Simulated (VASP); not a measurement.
Crystal: Te.

```
CELL_PARAMETERS angstrom
0.00000 3.38916 3.38916
3.38916 0.00000 3.38916
3.38916 3.38916 0.00000
ATOMIC_POSITIONS crystal
Te 0.12500 0.12500 0.12500
Te 0.87500 0.87500 0.87500
```

This isn't the form of Te at room conditions, which is trigonal, of chains.

* Program: VASP 6.6.1
* Task: relaxation of cell and atoms
* Functional: RPBE
* Potentials or basis: VASP PAW PBE potentials, release 64 (Te)
* Cutoff: 600 eV
* k mesh: 8 × 8 × 8
* Occupations: fermi-dirac, width 0.1 eV
* Spin: no spin polarisation

At the start: pressure 7.9 GPa; volume 38.93 Å³/atom.

Problem. Where does the relaxation end?

Solution. Over 4 steps the energy falls by 188.5 meV/atom and the volume is 48.18 Å³/atom (+23.8 %); space group Fd-3m (No. 227, to 0.1 Å) before and after.

The path:
```
step  energy change (eV)  largest force (eV/Å)  pressure (GPa)  volume (Å³)
   1              0.0000                0.0000            7.93        77.86
   2             -0.3566                0.0000           -1.14       101.66
   3             -0.3769                0.0000            0.07        95.97
   4             -0.3769                0.0000           -0.03        96.36
```

Final structure:
```xyz
2
Lattice="0.0000 3.6388 3.6388 3.6388 0.0000 3.6388 3.6388 3.6388 0.0000" Properties=species:S:1:pos:R:3 pbc="T T T"
Te    0.9097    0.9097    0.9097
Te    6.3679    6.3679    6.3679
```

Caveat: the volume moved by over 15 % at a fixed basis, so the end points are rough; the PAW data sets were made with another functional, which shifts forces and pressure a little.
